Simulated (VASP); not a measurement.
Set up this calculation in VASP 6.6.1, as the native input.

| Property | Result |
| --- | --- |
| Task | single point |
| Functional | r2SCAN |
| Potentials or basis | VASP PAW PBE potentials, release 64 (W_sv, S) |
| Cutoff | 520 eV |
| k mesh | 12 × 12 × 2 |
| Occupations | gaussian, width 0.05 eV |
| Spin | no spin polarisation |
| Dipole correction | no |
| Further INCAR settings | ALGO = Normal; EDIFF = 1e-07; NBANDS = 35 |

The system is WS2, a slab with vacuum.

```
W S
1.0
     3.18141    0.00000    0.00000
    -1.59071    2.75518    0.00000
     0.00000    0.00000   23.68815
W S
2 4
Direct
  0.33333 0.66667 0.63794
  0.66667 0.33333 0.36206
  0.33333 0.66667 0.29413
  0.66667 0.33333 0.56999
  0.33333 0.66667 0.42579
  0.66667 0.33333 0.70165
```

This cell differs from its parent crystal: all S atoms moved -0.050 Å, as atom 3 along Cartesian [0 0 1].

One way to write it, as run:

POSCAR

```
WS2
1.0
    3.1814117282      0.0000000000      0.0000000000
   -1.5907058641      2.7551833765      0.0000000000
    0.0000000000      0.0000000000     23.6881463475
W S
2 4
Direct
    0.3333333333      0.6666666667      0.6379434935
    0.6666666667      0.3333333333      0.3620565065
    0.3333333333      0.6666666667      0.2941317494
    0.6666666667      0.3333333333      0.5699930620
    0.3333333333      0.6666666667      0.4257854174
    0.6666666667      0.3333333333      0.7016467300
```

INCAR.step1

```
SYSTEM = WS2
ALGO     = Normal         ! electronic algorithm
EDIFF    = 1E-4           ! SCF threshold, eV
ENCUT    = 520            ! plane-wave cutoff, eV
GGA      = PE             ! functional
ISMEAR   = 0              ! smearing method
LASPH    = .TRUE.         ! aspherical terms in the spheres
LCHARG   = .FALSE.        ! write CHGCAR
LREAL    = .FALSE.        ! projectors in reciprocal space
LWAVE    = .TRUE.         ! write WAVECAR
NBANDS   = 35             ! bands
NELM     = 80             ! most SCF steps
PREC     = Accurate       ! precision mode
SIGMA    = 0.05           ! smearing width, eV
```

INCAR.step2

```
SYSTEM = WS2
ALGO     = Normal         ! electronic algorithm
EDIFF    = 1E-7           ! SCF threshold, eV
ENCUT    = 520            ! plane-wave cutoff, eV
ISIF     = 2              ! what is computed and relaxed
ISMEAR   = 0              ! smearing method
ISTART   = 1            
LASPH    = .TRUE.         ! aspherical terms in the spheres
LCHARG   = .FALSE.        ! write CHGCAR
LMIXTAU  = .TRUE.       
LREAL    = .FALSE.        ! projectors in reciprocal space
LWAVE    = .FALSE.        ! write WAVECAR
METAGGA  = R2SCAN         ! meta-GGA
NBANDS   = 35             ! bands
NELM     = 80             ! most SCF steps
PREC     = Accurate       ! precision mode
SIGMA    = 0.05           ! smearing width, eV
```

KPOINTS

```
k-points
0
G
  12 12 2
  0 0 0
```

Potentials or basis: VASP PAW PBE potentials, release 64 (W_sv, S).

Command:

```bash
$ cat potpaw_PBE.64/W_sv/POTCAR potpaw_PBE.64/S/POTCAR > POTCAR
$ cp INCAR.step1 INCAR
$ mpirun -np 1 vasp_std > vasp.out
$ cp INCAR.step2 INCAR
$ mpirun -np 1 vasp_std > vasp.out
```

Results of the run:

* Largest force: 1.669 eV/Å
* Band gap on the k mesh: 1.54 eV (least direct gap 1.88 eV)

Caveat: the cell differs from its parent crystal (all S atoms moved -0.050 Å, as atom 3 along Cartesian [0 0 1]); the PAW data sets were made with another functional, which shifts forces and pressure a little; spin-orbit coupling is left out, which moves the levels of the heavy elements.

Wall time 9.6 min on 1 thread of Intel(R) Xeon(R) 6975P-C (Granite Rapids), with other jobs on the host, peak memory 0.48 GiB.
